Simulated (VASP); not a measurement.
The system is Sc.

```
Sc
1.0
     3.34209    0.00000    0.00000
    -1.67104    2.89433    0.00000
     0.00000    0.00000    5.27330
Sc
2
Direct
  0.66667 0.33333 0.75000
  0.33333 0.66667 0.25000
```

Base run:

- Program: VASP 6.6.1
- Functional: PBEsol
- Potentials or basis: VASP PAW PBE potentials, release 64 (Sc_sv)
- Cutoff: 500 eV
- k mesh: 8 × 8 × 4
- Occupations: fermi-dirac, width 0.05 eV
- Spin: no spin polarisation

Its results: band gap on the k mesh zero (band 11 reaches 4.29 eV, above the bottom of band 12 at 2.92 eV); pressure -3.9 GPa.

Task: The run is repeated on the same cell with these changes: functional from PBEsol to PBE; cutoff from 500 eV to 520 eV. What comes out?

Result: Band gap on the k mesh zero (band 11 reaches 4.40 eV, above the bottom of band 12 at 3.03 eV); pressure -1.8 GPa.

PBE binds less tightly than PBEsol, so the same cell stands under more pressure.

Caveats: the PAW data sets were made with another functional, which shifts forces and pressure a little (some runs).
